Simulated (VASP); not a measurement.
**ZnO: single point with PBE+D3(BJ)**

The system is ZnO.

```
Zn O
1.0
     3.41653    0.00000    0.00000
    -1.70827    2.95880    0.00000
     0.00000    0.00000    4.47757
Zn O
2 2
Direct
  0.33333 0.66667 0.25000
  0.66667 0.33333 0.75000
  0.66667 0.33333 0.25000
  0.33333 0.66667 0.75000
```

```yaml
Program: VASP 6.6.1
Task: single point
Functional: PBE
Dispersion: D3(BJ)
Potentials_or_basis: VASP PAW PBE potentials, release 64 (Zn, O)
Cutoff: 600 eV
k_mesh: 6 × 6 × 4
Occupations: gaussian, width 0.01 eV
Spin: no spin polarisation
```

```yaml
Pressure: 3.9 GPa
Band_gap_on_the_k_mesh: 1.00 eV, indirect (least direct gap 1.06 eV)
Dispersion_energy_per_atom: -0.235 eV
```

Stress tensor (GPa, compression positive):
```
4.16 0.00 0.00
0.00 4.16 0.00
0.00 0.00 3.52
```

Levels at points of the mesh, in eV from the valence-band top:
```tsv
k point	band 16	band 17	band 18	band 19	band 20	band 21
(0.00, 0.00, 0.00)	-0.80	-0.05	-0.05	1.00	4.94	9.98
(0.50, 0.00, 0.00)	-2.50	-1.49	-1.31	5.90	6.52	7.89
(0.00, 0.00, 0.50)	-0.36	-0.36	-0.36	4.37	4.37	11.51
(0.50, 0.00, 0.50)	-1.87	-0.35	-0.35	6.16	6.16	8.82
```

It took 29 s on 1 thread of AMD EPYC 7R43 64-Core Processor (Zen 3) (shared host), peak memory 0.16 GiB.

A k mesh can miss the band edges.
